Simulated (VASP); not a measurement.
A run of VASP 6.6.1:

The input POSCAR:

```
ZrGeSe
1.0
    3.7348070800      0.0000000000      0.0000000000
    0.0000000000      3.7348070800      0.0000000000
    0.0000000000      0.0000000000      8.3352912400
Zr Se Ge
2 2 2
Direct
    0.0000000000      0.5000000000      0.2630000000
    0.5000000000      0.0000000000      0.7370000000
    0.0000000000      0.5000000000      0.6200000000
    0.5000000000      0.0000000000      0.3800000000
    0.0000000000      0.0000000000      0.0000000000
    0.5000000000      0.5000000000      0.0000000000
```

File INCAR.step1:

```
PREC = Accurate ; ENCUT = 520
ISMEAR = -1 ; SIGMA = 0.1
LREAL = False ; LASPH = True
NELM = 100 ; NBANDS = 41
GGA = PE ; ALGO = Normal
EDIFF = 1E-4 ; LWAVE = True
LCHARG = False
```

File INCAR.step2:

```
PREC = Accurate ; ENCUT = 520
EDIFF = 1E-6 ; ISMEAR = -1
SIGMA = 0.1 ; LREAL = False
LASPH = True ; NELM = 100
ALGO = Normal ; ISIF = 2
LWAVE = False ; LCHARG = True
METAGGA = R2SCAN ; LMIXTAU = True
LELF = True ; LVHAR = True
NBANDS = 41 ; ISTART = 1
```

Contents of KPOINTS:

```
regular mesh
0
Gamma
  9 9 4
```

Potentials or basis: VASP PAW PBE potentials, release 64 (Zr_sv, Se, Ge_d).

Run with:

```sh
$ cat potpaw_PBE.64/Zr_sv/POTCAR potpaw_PBE.64/Se/POTCAR potpaw_PBE.64/Ge_d/POTCAR > POTCAR
$ cp INCAR.step1 INCAR
$ mpirun -np 1 vasp_std > vasp.out
$ cp INCAR.step2 INCAR
$ mpirun -np 1 vasp_std > vasp.out
```

Hardware: 1 thread of Intel(R) Xeon(R) Platinum 8259CL CPU @ 2.50GHz (Skylake/Cascade Lake), with other jobs on the host.

**Question.** How long does it take, and how much memory?

**Answer.** Wall time 10 min on 1 thread of Intel(R) Xeon(R) Platinum 8259CL CPU @ 2.50GHz (Skylake/Cascade Lake), on a shared host, peak memory 0.35 GiB. Counts: k points 45.
